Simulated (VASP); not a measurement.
A run of VASP 6.6.1 is set up as follows.

INCAR

```
SYSTEM = Sc
PREC     = Accurate       ! precision mode
ENCUT    = 520            ! plane-wave cutoff, eV
EDIFF    = 1E-6           ! SCF threshold, eV
ISMEAR   = 0              ! smearing method
SIGMA    = 0.1            ! smearing width, eV
LREAL    = .FALSE.        ! projectors in reciprocal space
LASPH    = .TRUE.         ! aspherical terms in the spheres
NELM     = 60             ! most SCF steps
ALGO     = Fast           ! electronic algorithm
ISIF     = 2              ! what is computed and relaxed
LWAVE    = .FALSE.        ! write WAVECAR
LCHARG   = .FALSE.        ! write CHGCAR
GGA      = PE             ! functional
NBANDS   = 42             ! bands
```

The input KPOINTS:

```
regular mesh
0
G
  8 8 6
  0 0 0
```

Contents of POSCAR:

```
Sc
1.0
    4.6173431851      2.3086715925     -2.3086715925
    2.3086715925      4.6173431851      2.3086715925
    4.6173431851     -2.3086715925      2.3086715925
Sc
6
Direct
    0.5000000000      0.0000000000      0.5000000000
    0.8333333333      0.3333333333      0.5000000000
    0.0000000000      0.0000000000      0.0000000000
    0.3333333333      0.3333333333      0.0000000000
    0.6666666667      0.6666666667      0.0000000000
    0.1666666667      0.6666666667      0.5000000000
```

Potentials or basis: VASP PAW PBE potentials, release 64 (Sc_sv).

The run is started by

```bash
$ cat potpaw_PBE.64/Sc_sv/POTCAR > POTCAR
$ mpirun -np 1 vasp_std > vasp.out
```

(1) Predict the pressure.

(2) Estimate the band gap on the k mesh.

## Answers

(1) 0.1 GPa.

(2) zero (bands 33 and 34 overlap by 0.54 eV).
